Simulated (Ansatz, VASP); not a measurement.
## One calculation of H16CO7, two programs

```
CELL_PARAMETERS angstrom
6.27431 0.00000 0.00000
0.00000 6.27431 0.00000
0.00000 0.00000 6.27431
ATOMIC_POSITIONS crystal
O 0.10338 0.74641 0.21693
O 0.18211 0.55666 0.83593
O 0.95434 0.14235 0.24932
O 0.39857 0.28510 0.22924
O 0.50602 0.61210 0.45829
O 0.84691 0.37672 0.61131
O 0.58403 0.14685 0.86294
H 0.14127 0.68285 0.07560
H 0.22269 0.71251 0.31141
H 0.29222 0.58788 0.72954
H 0.06120 0.49885 0.75262
H 0.84439 0.14292 0.13911
H 0.01145 0.99329 0.24038
H 0.24384 0.26658 0.21134
H 0.45923 0.25311 0.08610
H 0.47981 0.48882 0.35586
H 0.57362 0.72534 0.37617
H 0.74201 0.48085 0.55528
H 0.88724 0.29022 0.48506
H 0.35955 0.91612 0.80063
H 0.67841 0.23627 0.76964
H 0.27393 0.18013 0.73909
H 0.45836 0.04881 0.56690
C 0.41000 0.06882 0.73415
```

Alike in both runs: functional PBE; dispersion D3(BJ); k mesh 1 × 1 × 1; occupations fermi-dirac, width 0.05 eV; no spin polarisation.

Ansatz relaxed the structure, and its values are those at the end. VASP's run is a single point on that final structure, the one shown.

```csv
,VASP,Ansatz
version,VASP 6.6.1,Ansatz 0.2.0
potentials or method,"VASP PAW PBE potentials, release 64 (O, H, C), cutoff 520 eV","scalar-relativistic, plane waves, PAW"
valence electrons in the cell,62,62
```

|  | VASP | Ansatz | Ansatz less VASP |
| --- | --- | --- | --- |
| rms of the force components (eV/Å) | 0.098 | 0.112 | +0.0145 |
